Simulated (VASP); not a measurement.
Wanted: the native input for a VASP 6.6.1 run.

| Quantity | Value |
| --- | --- |
| Task | single point |
| Functional | PBE |
| Potentials or basis | VASP PAW PBE potentials, release 64 (Ni, O) |
| Cutoff | 520 eV |
| k mesh | 4 × 4 × 4 |
| Occupations | gaussian, width 0.1 eV |
| Spin | no spin polarisation |
| Dipole correction | no |
| Further INCAR settings | ALGO = Normal; EDIFF = 1e-06; NBANDS = 35 |

The structure of Ni2O lies in POSCAR:

```
Ni2O
1.0
    0.0000000000      4.0979852341      4.0979852341
    4.0979852341      0.0000000000      4.0979852341
    4.0979852341      4.0979852341      0.0000000000
Ni O
4 2
Direct
    0.6250000000      0.6250000000      0.6250000000
    0.1250000000      0.6250000000      0.6250000000
    0.6250000000      0.6250000000      0.1250000000
    0.6250000000      0.1250000000      0.6250000000
    0.5000000000      0.5000000000      0.5000000000
    0.7500000000      0.7500000000      0.7500000000
```

The input as run:

INCAR

```
SYSTEM = Ni2O
  PREC = Accurate
  ENCUT = 520
  EDIFF = 1E-6
  ISMEAR = 0
  SIGMA = 0.1
  LREAL = .False.
  LASPH = .True.
  NELM = 100
  ALGO = Normal
  ISIF = 2
  LWAVE = .False.
  LCHARG = .False.
  GGA = PE
  NBANDS = 35
```

KPOINTS

```
Automatic mesh
0
Gamma
  4 4 4
  0 0 0
```

Potentials or basis: VASP PAW PBE potentials, release 64 (Ni, O).

Run with:

```console
$ cat potpaw_PBE.64/Ni/POTCAR potpaw_PBE.64/O/POTCAR > POTCAR
$ mpirun -np 1 vasp_std > vasp.out
```

It gave:

| Item | Value |
| --- | --- |
| Pressure | 0.4 GPa |
| Band gap on the k mesh | zero (bands 26 and 27 overlap by 0.97 eV) |

Caveat: the run has no spin polarisation, though such a crystal can be magnetic.

Wall time 40 s on 1 thread of AMD EPYC 9R45 96-Core Processor (Zen 5), with other jobs on the host, peak memory 0.28 GiB.
